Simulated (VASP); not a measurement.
# TePd (Pm-3m) in VASP: single point with LDA+U

Aim: the single point of TePd with LDA+U.

Program: VASP 6.6.1. These are calculated values, not measurements. Logs are shortened: lines on timing, memory, paths and dates and some standing lists are left out, and cuts for length are marked.

### Step 1. The cell of the first run

The structure is cubic, space group Pm-3m (No. 221). The conventional cell has a = 3.631 Å, b = 3.631 Å, c = 3.631 Å, α = 90.00°, β = 90.00°, γ = 90.00°. Within 4.1 Å of Pd (site symmetry m-3m) lie 8 Te at 3.14 Å and 6 Pd at 3.63 Å. Within 4.1 Å of Te (site symmetry m-3m) lie 8 Pd at 3.14 Å and 6 Te at 3.63 Å.

### Step 2. Single point, LDA+U

INCAR reads:

```
PREC     = Accurate       # precision mode
ENCUT    = 500            # plane-wave cutoff, eV
EDIFF    = 1E-6           # SCF threshold, eV
ISMEAR   = -1             # smearing method
SIGMA    = 0.05           # smearing width, eV
LREAL    = F              # projectors in reciprocal space
LASPH    = T              # aspherical terms in the spheres
NELM     = 200            # most SCF steps
ALGO     = Normal         # electronic algorithm
ISIF     = 2              # what is computed and relaxed
LWAVE    = F              # write WAVECAR
LCHARG   = T              # write CHGCAR
LMAXMIX  = 4              # l up to which the mixer works
LDAU     = T              # DFT+U
LDAUTYPE = 2            
LDAUL    = 2 -1           # shell
LDAUU    = 8 0            # U, eV
LDAUJ    = 0 0          
LDAUPRINT= 1            
LELF     = T              # ELF
LVHAR    = T            
NBANDS   = 15             # bands
GGA_COMPAT= F
```

KPOINTS reads:

```
Automatic mesh
0
Gamma
  7 7 7
```

POSCAR reads:

```
TePd
1.0
    3.6310931200      0.0000000000      0.0000000000
    0.0000000000      3.6310931200      0.0000000000
    0.0000000000      0.0000000000      3.6310931200
Pd Te
1 1
Direct
    0.0000000000      0.0000000000      0.0000000000
    0.5000000000      0.5000000000      0.5000000000
```

Potentials or basis: VASP PAW LDA potentials, release 64 (Pd, Te).

Run with:

```
$ cat potpaw_LDA.64/Pd/POTCAR potpaw_LDA.64/Te/POTCAR > POTCAR
$ mpirun -np 1 vasp_std > vasp.out
```

OUTCAR:

```text
PREC = Accurate
   ENCUT = 500
   EDIFF = 1E-6
   ISMEAR = -1
   LREAL = F
   LASPH = T
   NELM = 200
   ISIF = 2

 ion  position               nearest neighbor table
   1  0.000  0.000  0.000-   2 3.14   2 3.14   2 3.14   2 3.14   2 3.14   2 3.14   2 3.14   2 3.14

   2  0.500  0.500  0.500-   1 3.14   1 3.14   1 3.14   1 3.14   1 3.14   1 3.14   1 3.14   1 3.14

  LATTYP: Found a simple cubic cell.
 ALAT       =     3.6310931200

  Lattice vectors:

 A1 = (   3.6310931200,   0.0000000000,   0.0000000000)
 A2 = (   0.0000000000,   3.6310931200,   0.0000000000)
 A3 = (   0.0000000000,   0.0000000000,   3.6310931200)

Analysis of symmetry for initial positions (statically):
=====================================================================
 Subroutine PRICEL returns:
 Original cell was already a primitive cell.

 Routine SETGRP: Setting up the symmetry group for a
 simple cubic supercell.

 Subroutine GETGRP returns: Found 48 space group operations
 (whereof 48 operations were pure point group operations)
 out of a pool of 48 trial point group operations.

The static configuration has the point symmetry O_h .

Analysis of symmetry for dynamics (positions and initial velocities):
=====================================================================
 Subroutine PRICEL returns:
 Original cell was already a primitive cell.

 Routine SETGRP: Setting up the symmetry group for a
 simple cubic supercell.

 Subroutine GETGRP returns: Found 48 space group operations
 (whereof 48 operations were pure point group operations)
 out of a pool of 48 trial point group operations.

The dynamic configuration has the point symmetry O_h .

 Subroutine INISYM returns: Found 48 space group operations
 (whereof 48 operations are pure point group operations),
 and found     1 'primitive' translations

----------------------------------------------------------------------------------------

                                     Primitive cell

  volume of cell :      47.8754

  direct lattice vectors                    reciprocal lattice vectors
     3.631093120  0.000000000  0.000000000     0.275399161  0.000000000  0.000000000
     0.000000000  3.631093120  0.000000000     0.000000000  0.275399161  0.000000000
     0.000000000  0.000000000  3.631093120     0.000000000  0.000000000  0.275399161

  length of vectors
     3.631093120  3.631093120  3.631093120     0.275399161  0.275399161  0.275399161

  position of ions in fractional coordinates (direct lattice)
     0.000000000  0.000000000  0.000000000
     0.500000000  0.500000000  0.500000000

  ion indices of the primitive-cell ions
   primitive index   ion index
                 1           1
                 2           2

----------------------------------------------------------------------------------------

 KPOINTS: Automatic mesh

Automatic generation of k-mesh.
 Grid dimensions read from file:
 generate k-points for:    7    7    7

 Generating k-lattice:

  Cartesian coordinates                     Fractional coordinates (reciprocal lattice)
     0.039342737  0.000000000  0.000000000     0.142857143  0.000000000  0.000000000
     0.000000000  0.039342737  0.000000000     0.000000000  0.142857143  0.000000000
     0.000000000  0.000000000  0.039342737     0.000000000  0.000000000  0.142857143

  Length of vectors
     0.039342737  0.039342737  0.039342737

  Shift w.r.t. Gamma in fractional coordinates (k-lattice)
     0.000000000  0.000000000  0.000000000

 Subroutine IBZKPT returns following result:
[... 34 lines left out ...]
 SYSTEM =  unknown system
   PREC   = accura    normal or accurate (medium, high low for compatibility)
   ISTART =      0    job   : 0-new  1-cont  2-samecut
   ICHARG =      2    charge: 1-file 2-atom 10-const
   ISPIN  =      1    spin polarized calculation?
   LNONCOLLINEAR =      F non collinear calculations
   LSORBIT =      F    spin-orbit coupling
   LASPH  =      T    aspherical Exc in radial PAW
   ENCUT  =  500.0 eV  36.75 Ry    6.06 a.u.   6.62  6.62  6.62*2*pi/ulx,y,z
   NELM   =    200;   NELMIN=  2; NELMDL= -5     # of ELM steps
   EDIFF  = 0.1E-05   stopping-criterion for ELM
   LREAL  =      F    real-space projection
[... 7 lines left out ...]
   TEBEG  =    0.0;   TEEND  =   0.0 temperature during run
   PSTRESS=    0.0 pullay stress
   NELECT =      16.0000    total number of electrons
   NUPDOWN=      -1.0000    fix difference up-down
   EMIN   =  10.00;   EMAX   =-10.00  energy-range for DOS
   EFERMI =   0.00;   METHOD = LEGACY
   ISMEAR =    -1;   SIGMA  =   0.05  broadening in eV -4-tet -1-fermi 0-gaus
   EFERMI_NEDOS =   21; number of points for ismear=-14 and -15
   IALGO  =     38    algorithm
   IMIX   =      4    mixing-type and parameters
     AMIX     =   0.40;   BMIX     =  1.00
     AMIX_MAG =   1.60;   BMIX_MAG =  1.00
  volume/ion in A,a.u.               =      23.94       161.54
  Fermi-wavevector in a.u.,A,eV,Ry     =   1.136085  2.146889 17.560887  1.290689
  Thomas-Fermi vector in A             =   2.272790
   LORBIT       =      0    0 simple, 1 ext, 2 COOP (PROOUT), +10 PAW based schemes
 LDA+U is selected, type is set to LDAUTYPE =  2
   angular momentum for each species LDAUL =     2   -1
   U (eV)           for each species LDAUU =   8.0  0.0
   J (eV)           for each species LDAUJ =   0.0  0.0
   GGA     = CA    functional components
   LHFCALC =     F    Hartree Fock is set to
   AEXX    =    0.0000 exact exchange contribution
   IVDW    =     0    specifies the selected vdW correction
   LEPSILON=     F    determine dielectric tensor
   LRPA    =     F    only Hartree local field effects (RPA)
 non-spin polarized calculation
  energy-cutoff  :      500.00
  volume of cell :       47.88
 maximum number of plane-waves:      1235
 NGX is ok and might be reduce to    28
   NGX = 13   NGY = 13   NGZ = 13

atom =   1  type =  1  l = 2

 onsite density matrix

spin component  1

  0.9576 -0.0000  0.0000  0.0000 -0.0000
 -0.0000  0.9576 -0.0000  0.0000 -0.0000
  0.0000 -0.0000  0.9995  0.0000 -0.0000
  0.0000  0.0000  0.0000  0.9576 -0.0000
 -0.0000 -0.0000 -0.0000 -0.0000  0.9995

spin component  2

  0.9576 -0.0000  0.0000  0.0000 -0.0000
 -0.0000  0.9576 -0.0000  0.0000 -0.0000
  0.0000 -0.0000  0.9995  0.0000 -0.0000
  0.0000  0.0000  0.0000  0.9576 -0.0000
 -0.0000 -0.0000 -0.0000 -0.0000  0.9995

 occupancies and eigenvectors

  o =  0.9576  v =  0.0000 -0.4784 -0.0000  0.8782 -0.0000  0.0000  0.0000  0.0000  0.0000  0.0000      0.0000  0.0000  0.0000  0.0000  0.0000  0.0000  0.0000  0.0000  0.0000  0.0000
  o =  0.9576  v =  0.0000  0.0000  0.0000  0.0000  0.0000  0.0000 -0.4784 -0.0000  0.8782 -0.0000      0.0000  0.0000  0.0000  0.0000  0.0000  0.0000  0.0000  0.0000  0.0000  0.0000
  o =  0.9576  v =  0.0000  0.8782 -0.0000  0.4784  0.0000  0.0000  0.0000  0.0000  0.0000  0.0000      0.0000  0.0000  0.0000  0.0000  0.0000  0.0000  0.0000  0.0000  0.0000  0.0000
  o =  0.9576  v =  0.0000  0.0000  0.0000  0.0000  0.0000  0.0000  0.8782 -0.0000  0.4784  0.0000      0.0000  0.0000  0.0000  0.0000  0.0000  0.0000  0.0000  0.0000  0.0000  0.0000
  o =  0.9576  v =  1.0000  0.0000  0.0000  0.0000  0.0000  0.0000  0.0000  0.0000  0.0000  0.0000      0.0000  0.0000  0.0000  0.0000  0.0000  0.0000  0.0000  0.0000  0.0000  0.0000
  o =  0.9576  v =  0.0000  0.0000  0.0000  0.0000  0.0000  1.0000  0.0000  0.0000  0.0000  0.0000      0.0000  0.0000  0.0000  0.0000  0.0000  0.0000  0.0000  0.0000  0.0000  0.0000
  o =  0.9995  v =  0.0000  0.0000  0.0000  0.0000  0.0000  0.0000 -0.0000  0.9977  0.0000  0.0681      0.0000  0.0000  0.0000  0.0000  0.0000  0.0000  0.0000  0.0000  0.0000  0.0000
  o =  0.9995  v =  0.0000 -0.0000  0.9977  0.0000  0.0681  0.0000  0.0000  0.0000  0.0000  0.0000      0.0000  0.0000  0.0000  0.0000  0.0000  0.0000  0.0000  0.0000  0.0000  0.0000
  o =  0.9995  v =  0.0000  0.0000  0.0000  0.0000  0.0000  0.0000 -0.0000 -0.0681 -0.0000  0.9977      0.0000  0.0000  0.0000  0.0000  0.0000  0.0000  0.0000  0.0000  0.0000  0.0000
  o =  0.9995  v =  0.0000 -0.0000 -0.0681 -0.0000  0.9977  0.0000  0.0000  0.0000  0.0000  0.0000      0.0000  0.0000  0.0000  0.0000  0.0000  0.0000  0.0000  0.0000  0.0000  0.0000

 number of electron      16.0000007 magnetization

 Free energy of the ion-electron system (eV)
  ---------------------------------------------------
  ext. energy  EPLUGINS =         0.00000000
  ---------------------------------------------------
  free energy    TOTEN  =        -6.62937289 eV

  energy without entropy =       -6.61693288  energy(sigma->0) =       -6.62315289

 E-fermi :   6.4196     XC(G=0): -10.8118

 val. band max:        6.1451795589   @ k =   0.0000   0.0000   0.0000
 cond. band min:       6.4576309836   @ k =   0.4286   0.2857   0.2857
 fundamental gap:      0.3124514248
 Fermi energy:         6.4196118449

 k-point     1 :       0.0000    0.0000    0.0000
  band No.  band energies     occupation
      1      -5.9249      2.00000
      2       2.0350      2.00000
      3       2.0350      2.00000
      4       3.1475      2.00000
      5       3.1475      2.00000
      6       3.1475      2.00000
      7       6.1452      1.99177
      8       6.1452      1.99177
      9       6.1452      1.99177
     10       8.8519      0.00000
     11      12.8264      0.00000
     12      12.8264      0.00000
     13      19.7202      0.00000
     14      19.7202      0.00000
[... 329 lines left out ...]
      2       1.1689      2.00000
      3       1.1689      2.00000
      4       1.4777      2.00000
      5       3.1874      2.00000
      6       3.1874      2.00000
      7       5.5370      2.00000
      8       6.1067      1.99618
      9       6.1067      1.99618
     10       9.6560      0.00000
     11      10.0380      0.00000
     12      10.0380      0.00000
     13      12.8030      0.00000
     14      22.0790      0.00000
     15      22.0790      0.00000

------------------------ aborting loop because EDIFF is reached ----------------------------------------

  FORCE on cell =-STRESS in cart. coord.  units (eV):
  Direction    XX          YY          ZZ          XY          YZ          ZX
  --------------------------------------------------------------------------------------
  -------------------------------------------------------------------------------------
  Total       -5.6063727     -5.6063727     -5.6063727      0.0000000     -0.0000000      0.0000000
  in kB     -187.6205422   -187.6205422   -187.6205422      0.0000000     -0.0000000      0.0000000
  external PRESSURE =    -187.6205422 kB  Pullay stress =       0.0000000 kB

 VOLUME and BASIS-vectors are now :
 -----------------------------------------------------------------------------
  energy-cutoff  :      500.00
  volume of cell :       47.88
      direct lattice vectors                 reciprocal lattice vectors
     3.631093120  0.000000000  0.000000000     0.275399161  0.000000000  0.000000000
     0.000000000  3.631093120  0.000000000     0.000000000  0.275399161  0.000000000
     0.000000000  0.000000000  3.631093120     0.000000000  0.000000000  0.275399161

 POSITION                                       TOTAL-FORCE (eV/Angst)
 -----------------------------------------------------------------------------------
      0.00000      0.00000      0.00000         0.000000      0.000000      0.000000
      1.81555      1.81555      1.81555         0.000000      0.000000      0.000000
 -----------------------------------------------------------------------------------
    total drift:                               -0.000000      0.000000     -0.000000

  FREE ENERGIE OF THE ION-ELECTRON SYSTEM (eV)
  ---------------------------------------------------
  free  energy   TOTEN  =        -6.6293728931 eV

  energy  without entropy=       -6.6169328771  energy(sigma->0) =       -6.62315289
```

It took 24 s on 1 thread of Intel Xeon 8259CL, shared host; peak memory 0.14 GiB.

What came out:

```
Free energy            : -6.6294 eV
Pressure               : -18.8 GPa
Band gap on the k mesh : zero (bands 8 and 9 overlap by 2.24 eV)
```

Eigenvalues of the final occupation matrices:
| site | spin | trace | eigenvalues |
| --- | --- | --- | --- |
| site 1 d | 1 | 4.87 | 0.96 0.96 0.96 1.00 1.00 |
| site 1 d | 2 | 4.87 | 0.96 0.96 0.96 1.00 1.00 |

Caveat: the cell stands under tension; spin-orbit coupling is left out, which moves the levels of the heavy elements; U without spin polarisation on a metal has little footing; the U is typed as a test and isn't derived for this compound.

The gap in the log of VASP goes by the Fermi energy; the results here count the filled bands.